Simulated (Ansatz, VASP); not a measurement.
One calculation of SiC, two programs

```
CELL_PARAMETERS angstrom
3.09500 0.00000 0.00000
-1.54750 2.68035 0.00000
0.00000 0.00000 15.17000
ATOMIC_POSITIONS crystal
Si 0.00000 0.00000 0.12505
Si 0.00000 0.00000 0.62505
Si 0.33333 0.66667 0.29183
Si 0.66667 0.33333 0.79183
Si 0.33333 0.66667 0.95832
Si 0.66667 0.33333 0.45832
C 0.00000 0.00000 0.99967
C 0.00000 0.00000 0.49967
C 0.33333 0.66667 0.16683
C 0.66667 0.33333 0.66683
C 0.33333 0.66667 0.83331
C 0.66667 0.33333 0.33331
```

Alike in both runs: functional PBE; k mesh 10 × 10 × 2; occupations fermi-dirac, width 0.02 eV; no spin polarisation.

Ansatz relaxed the structure, and its values are those at the end. VASP's run is a single point on that final structure, the one shown.

```csv
,VASP,Ansatz
version,VASP 6.6.1,Ansatz 0.2.0
potentials or method,"VASP PAW PBE potentials, release 64 (Si, C)","plane-wave PAW, scalar-relativistic"
plane-wave cutoff (eV),520,420
valence electrons in the cell,48,48
```

VASP gave:

```
gap on the k mesh at the Fermi level (eV) : 2.03
pressure (GPa)                            : 0.2
rms of the force components (eV/Å)        : 0.003
```

Question: Estimate Ansatz's values.

Answer: gap on the k mesh at the Fermi level (eV): 2.03; pressure (GPa): 0.2; rms of the force components (eV/Å): 0.004.

Ansatz's warnings: stress scf threshold loose.
